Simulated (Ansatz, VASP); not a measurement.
Given: the input of a run of Ansatz 0.2.0 on Se.

The input input.yaml:

```yaml
crystal:
  lattice:
    - [4.3662, 0.0, 0.0]
    - [-2.1831, 3.781240118, 0.0]
    - [0.0, 0.0, 4.9536]
  atoms:
    - { symbol: Se, position: [0.7746, 0.7746, 0.0] }
    - { symbol: Se, position: [0.0, 0.2254, 0.6666666667] }
    - { symbol: Se, position: [0.2254, 0.0, 0.3333333333] }
hamiltonian:
  xc: pbe
  pseudopotentials: { kind: paw }
kpoints:
  mp_grid: { grid: [7, 7, 6] }
scf:
  occupations: { method: gaussian, width: 0.022 }
output:
  forces: true
  stress: true
  eigenvalues: true
```

Potentials or basis: Ansatz PAW.

Command:

```bash
$ ansatz run input.yaml --threads 2 --pin off --max-ram 5632MiB --backend cpu --events-out ev --progress --plain --runs-dir out
```

Question: Translate it to VASP 6.6.1. Potentials there: VASP PAW PBE potentials, release 64 (Se).

Answer: As run (the cutoff follows the program's own potentials):

The input INCAR:

```
ALGO     = Normal         # electronic algorithm
EDIFF    = 1E-6           # SCF threshold, eV
ENCUT    = 520            # plane-wave cutoff, eV
GGA      = PE             # functional
ISIF     = 2              # what is computed and relaxed
ISMEAR   = 0              # smearing method
LASPH    = T              # aspherical terms in the spheres
LCHARG   = F              # write CHGCAR
LREAL    = F              # projectors in reciprocal space
LWAVE    = F              # write WAVECAR
NBANDS   = 16             # bands
NELM     = 60             # most SCF steps
PREC     = Accurate       # precision mode
SIGMA    = 0.022          # smearing width, eV
```

Contents of KPOINTS:

```
k-points
0
Gamma
  7 7 6
```

File POSCAR:

```
Se
1.0
    4.3662000000      0.0000000000      0.0000000000
   -2.1831000000      3.7812401180      0.0000000000
    0.0000000000      0.0000000000      4.9536000000
Se
3
Direct
    0.7746000000      0.7746000000      0.0000000000
    0.0000000000      0.2254000000      0.6666666667
    0.2254000000      0.0000000000      0.3333333333
```

Potentials or basis: VASP PAW PBE potentials, release 64 (Se).

Run with:

```console
$ cat potpaw_PBE.64/Se/POTCAR > POTCAR
$ mpirun -np 1 vasp_std > vasp.out
```

Both were run:

|  | VASP | Ansatz | Ansatz less VASP |
| --- | --- | --- | --- |
| gap on the k mesh at the Fermi level (eV) | 1.21 | 1.21 | 0.000 |
| least direct gap on the mesh (eV) | 1.47 | 1.48 | +0.012 |
| pressure (GPa) | 2.9 | 2.8 | -0.13 |
| traceless stress, the component that is largest in VASP (GPa) | 1.22 | 1.18 | -0.047 |
| rms of the force components (eV/Å) | 0.251 | 0.232 | -0.0189 |

Atom by atom the forces differ by 0.019 eV/Å (rms over components). VASP's potentials hold 18 valence electrons a cell and Ansatz's 48, so a difference there can come from the potentials and not from the codes.

Noted on Ansatz's run: odd divisions of the mesh miss points on the zone boundary, where band edges often lie, so the gap on the mesh can be too wide.
